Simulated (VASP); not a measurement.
# MoSe (Fm-3m) in VASP: settings compared, part 2 of 2

VASP 6.6.1. Earlier steps stand in the parts before.

### 3 Relaxation of cell and atoms, PBEsol

This run uses another cell than the first one, of 16.56 Å³/atom.

INCAR

```
SYSTEM = MoSe
  ALGO = Normal
  EDIFF = 1E-6
  EDIFFG = -0.01
  ENCUT = 600
  GGA = PS
  IBRION = 2
  ISIF = 3
  ISMEAR = 0
  LASPH = .True.
  LCHARG = .False.
  LREAL = .False.
  LWAVE = .False.
  NELM = 60
  NSW = 100
  PREC = Accurate
  SIGMA = 0.1
```

KPOINTS

```
k-points
0
Gamma
  14 14 14
  0 0 0
```

POSCAR

```
MoSe
1.0
    0.0000000000      2.5490353640      2.5490353640
    2.5490353640      0.0000000000      2.5490353640
    2.5490353640      2.5490353640      0.0000000000
Mo Se
1 1
Direct
    0.0000000000      0.0000000000      0.0000000000
    0.5000000000      0.5000000000      0.5000000000
```

Potentials or basis: VASP PAW PBE potentials, release 64 (Mo_sv, Se).

Run with:

```console
> cat potpaw_PBE.64/Mo_sv/POTCAR potpaw_PBE.64/Se/POTCAR > POTCAR
> mpirun -np 1 vasp_std > vasp.out
```

It took 3.3 min on 1 thread of Intel Xeon 8259CL, shared host; peak memory 0.23 GiB.

The run converged. Its results:

```yaml
Free_energy: -14.5988 eV
Relaxed_volume: 17.11 Å³/atom
Relaxed_cell: a = 3.644 Å, b = 3.644 Å, c = 3.644 Å, α = 60.00°, β = 60.00°, γ = 60.00°
Space_group_after_relaxing_to_0.1_Å: Fm-3m (No. 225)
Energy_gained_by_relaxing: 9.1 meV/atom
Ionic_steps: 3
Pressure_after_relaxing: 0.0 GPa
Band_gap_on_the_k_mesh: zero (bands 10 and 11 overlap by 2.38 eV)
```

The path:
| step | energy change (eV) | largest force (eV/Å) | pressure (GPa) | volume (Å³) |
| --- | --- | --- | --- | --- |
| 1 | 0.0000 | 0.0000 | 5.55 | 33.13 |
| 2 | 0.0216 | 0.0000 | -6.96 | 35.95 |
| 3 | -0.0183 | 0.0000 | -0.05 | 34.23 |

Final structure:
```yaml
crystal:
  lattice:
    - [0.00000, 2.57695, 2.57695]
    - [2.57695, 0.00000, 2.57695]
    - [2.57695, 2.57695, 0.00000]
  atoms:
    - { symbol: Mo, position: [0.00000, 0.00000, 0.00000] }
    - { symbol: Se, position: [0.50000, 0.50000, 0.50000] }
```

Levels at points of the mesh, in eV from the Fermi level:
| k point | band 7 | band 8 | band 9 | band 10 | band 11 | band 12 | band 13 | band 14 |
| --- | --- | --- | --- | --- | --- | --- | --- | --- |
| (0.00, 0.00, 0.00) | -2.28 | -2.28 | -2.10 | -2.10 | -2.10 | -1.68 | -1.68 | 2.96 |
| (0.50, 0.00, 0.00) | -5.77 | -5.77 | -0.07 | -0.07 | 0.62 | 2.49 | 5.03 | 5.03 |
| (0.50, 0.50, 0.00) | -3.88 | -3.88 | -3.82 | -0.77 | 0.58 | 0.58 | 1.51 | 2.86 |

Caveat: the PAW data sets were made with another functional, which shifts forces and pressure a little.

### 4 Relaxation of cell and atoms, PBEsol

INCAR

```
ALGO = Normal
EDIFF = 1E-7
EDIFFG = -0.01
ENCUT = 600
GGA = PS
IBRION = 2
ISIF = 3
ISMEAR = 0
LASPH = T
LCHARG = F
LREAL = F
LWAVE = F
NELM = 60
NSW = 80
PREC = Accurate
SIGMA = 0.1
```

KPOINTS

```
k-points
0
Gamma
  14 14 14
```

POSCAR

```
MoSe
1.0
    0.0000000000      2.5748516654      2.5748516654
    2.5748516654      0.0000000000      2.5748516654
    2.5748516654      2.5748516654      0.0000000000
Mo Se
1 1
Direct
    0.0000000000      0.0000000000      0.0000000000
    0.5000000000      0.5000000000      0.5000000000
```

Potentials or basis: VASP PAW PBE potentials, release 64 (Mo_sv, Se).

Run with:

```console
> cat potpaw_PBE.64/Mo_sv/POTCAR potpaw_PBE.64/Se/POTCAR > POTCAR
> mpirun -np 1 vasp_std > vasp.out
```

OUTCAR:

```text
EDIFF = 1E-7
   EDIFFG = -0.01
   ENCUT = 600
   GGA = PS
   IBRION = 2
   ISIF = 3
   ISMEAR = 0
   LASPH = T
   LREAL = F
   NELM = 60
   NSW = 80
   PREC = Accurate

 ion  position               nearest neighbor table
   1  0.000  0.000  0.000-   2 2.57   2 2.57   2 2.57   2 2.57   2 2.57   2 2.57
   2  0.500  0.500  0.500-   1 2.57   1 2.57   1 2.57   1 2.57   1 2.57   1 2.57

  LATTYP: Found a face centered cubic cell.
 ALAT       =     5.1497033308

  Lattice vectors:

 A1 = (   0.0000000000,   2.5748516654,   2.5748516654)
 A2 = (   2.5748516654,   0.0000000000,   2.5748516654)
 A3 = (   2.5748516654,   2.5748516654,   0.0000000000)

Analysis of symmetry for initial positions (statically):
=====================================================================
 Subroutine PRICEL returns:
 Original cell was already a primitive cell.

 Routine SETGRP: Setting up the symmetry group for a
 face centered cubic supercell.

[... 227 lines left out ...]
     13       8.3049      2.00000
     14      12.9062      0.00000
[... 426 lines left out ...]
--------------------------------------- Ionic step        3  -------------------------------------------

 number of electron      19.9999999 magnetization

 Free energy of the ion-electron system (eV)
  ---------------------------------------------------
  ext. energy  EPLUGINS =         0.00000000
  ---------------------------------------------------
  free energy    TOTEN  =       -14.59935403 eV

  energy without entropy =      -14.58589045  energy(sigma->0) =      -14.59262224

 E-fermi :  10.0185     XC(G=0): -12.1156

 val. band max:        9.9915182512   @ k =  -0.1429   0.0714   0.0000
 cond. band min:      10.0188116513   @ k =   0.5000   0.2143   0.0714
 fundamental gap:      0.0272934001
 Fermi energy:        10.0184860112

 k-point     1 :       0.0000    0.0000    0.0000
  band No.  band energies     occupation
      1     -51.1480      2.00000
      2     -25.2865      2.00000
      3     -25.2865      2.00000
      4     -25.2865      2.00000
      5      -6.2025      2.00000
      6       7.7401      2.00000
      7       7.7401      2.00000
      8       7.7401      2.00000
      9       7.9146      2.00000
     10       7.9146      2.00000
     11       7.9146      2.00000
     12       8.3402      2.00000
     13       8.3402      2.00000
     14      12.9764      0.00000
[... 420 lines left out ...]
  FREE ENERGIE OF THE ION-ELECTRON SYSTEM (eV)
  ---------------------------------------------------
  free  energy   TOTEN  =       -14.5993540290 eV

  energy  without entropy=      -14.5858904535  energy(sigma->0) =      -14.59262224

 reached required accuracy - stopping structural energy minimisation
```

OSZICAR:

```text
N       E                     dE             d eps       ncg     rms          rms(c)
DAV:   1     0.147946262585E+03    0.14795E+03   -0.11777E+04  2920   0.154E+03
DAV:   2    -0.108516650826E+02   -0.15880E+03   -0.15618E+03  3578   0.371E+02
[... 22 lines left out ...]
DAV:   1    -0.146016016585E+02   -0.24100E-02   -0.53751E-02  2954   0.265E+00    0.405E-01
DAV:   2    -0.145995459404E+02    0.20557E-02   -0.95276E-03  2942   0.921E-01    0.777E-02
DAV:   3    -0.145993716460E+02    0.17429E-03   -0.36025E-04  3020   0.137E-01    0.362E-02
DAV:   4    -0.145993483371E+02    0.23309E-04   -0.15460E-04  3272   0.111E-01    0.205E-02
DAV:   5    -0.145993526819E+02   -0.43448E-05   -0.33608E-06  3134   0.165E-02    0.792E-03
DAV:   6    -0.145993540061E+02   -0.13241E-05   -0.11707E-06  3266   0.733E-03    0.112E-03
DAV:   7    -0.145993540290E+02   -0.22973E-07   -0.41339E-08  1582   0.175E-03
   3 F= -.14599354E+02 E0= -.14592622E+02  d E =-.753188E-04
```

Wall time 3.2 min (1 thread of Intel Xeon 8259CL, shared host); peak memory 0.23 GiB.

Results:

```yaml
Free_energy: -14.5994 eV
Relaxed_volume: 17.11 Å³/atom
Relaxed_cell: a = 3.644 Å, b = 3.644 Å, c = 3.644 Å, α = 60.00°, β = 60.00°, γ = 60.00°
Space_group_after_relaxing_to_0.1_Å: Fm-3m (No. 225)
Energy_gained_by_relaxing: 0.0 meV/atom
Ionic_steps: 3
Pressure_after_relaxing: 0.0 GPa
Band_gap_on_the_k_mesh: zero (bands 10 and 11 overlap by 2.38 eV)
```

Final structure:
```
Mo Se
1.0
     0.00000    2.57666    2.57666
     2.57666    0.00000    2.57666
     2.57666    2.57666    0.00000
Mo Se
1 1
Direct
  0.00000 0.00000 0.00000
  0.50000 0.50000 0.50000
```

Caveat: the PAW data sets were made with another functional, which shifts forces and pressure a little.

### 5 Single point, PBEsol, collinear spin

INCAR

```
SYSTEM = MoSe
PREC = Accurate
ENCUT = 520
EDIFF = 1E-7
ISMEAR = 0
SIGMA = 0.1
LREAL = .FALSE.
LASPH = .TRUE.
NELM = 150
ALGO = Normal
ISIF = 2
LWAVE = .FALSE.
LCHARG = .FALSE.
ISPIN = 2
MAGMOM = 3.5 0
LORBIT = 11
LMAXMIX = 4
GGA = PS
NBANDS = 21
```

KPOINTS

```
regular mesh
0
G
  14 14 14
  0 0 0
```

POSCAR is that of step 4.

Run with:

```console
> cat potpaw_PBE.64/Mo_sv/POTCAR potpaw_PBE.64/Se/POTCAR > POTCAR
> mpirun -np 1 vasp_std > vasp.out
```

It took 5.6 min on 1 thread of Intel Xeon 8259CL, shared host; peak memory 0.26 GiB.

The run converged. Its results:

```
Free energy                                           : -14.5990 eV
Pressure                                              : 0.4 GPa
Band gap on the k mesh                                : zero (filled and empty bands overlap)
Net moment                                            : 0.00 μB per cell
Valence electrons inside the program's atomic spheres : Mo 12.44; Se 3.96
```

Levels at points of the mesh, in eV from the Fermi level:
Spin up:
```tsv
k point	band 8	band 9	band 10	band 11	band 12	band 13
(0.00, 0.00, 0.00)	-2.28	-2.11	-2.11	-2.11	-1.68	-1.68
(0.50, 0.00, 0.00)	-5.79	-0.08	-0.08	0.63	2.49	5.04
(0.50, 0.50, 0.00)	-3.88	-3.83	-0.77	0.58	0.58	1.52
```
Spin down:
```tsv
k point	band 7	band 8	band 9	band 10	band 11	band 12	band 13	band 14
(0.00, 0.00, 0.00)	-2.28	-2.28	-2.11	-2.11	-2.11	-1.68	-1.68	2.98
(0.50, 0.00, 0.00)	-5.79	-5.79	-0.08	-0.08	0.62	2.49	5.04	5.04
(0.50, 0.50, 0.00)	-3.88	-3.88	-3.83	-0.77	0.58	0.58	1.52	2.88
```

Caveat: the PAW data sets were made with another functional, which shifts forces and pressure a little.

### 6 Overview

```csv
task,level,spin,cell,cutoff (eV),gap on the mesh (eV),pressure (GPa),moment (μB),relaxed volume (Å³/atom)
single point,r2SCAN,collinear,"a = 3.641 Å, angles 60.0°, 2 atoms",520,none,5.3,0.00,-
relaxation of cell and atoms,PBEsol,off,"relaxed from a = 3.605 Å, angles 60.0°, 2 atoms",600,none,0.0,-,17.11
relaxation of cell and atoms,PBEsol,off,"relaxed from a = 3.641 Å, angles 60.0°, 2 atoms",600,none,0.0,-,17.11
single point,PBEsol,collinear,"a = 3.641 Å, angles 60.0°, 2 atoms",520,none,0.4,0.00,-
```

Alike in all rows: potentials or basis VASP PAW PBE potentials, release 64 (Mo_sv, Se); k mesh 14 × 14 × 14; smearing gaussian 0.1 eV.

Caveats: the PAW data sets were made with another functional, which shifts forces and pressure a little; the cell stands under pressure (at least some runs).

Absolute energies hang on the potentials; compare differences alone.
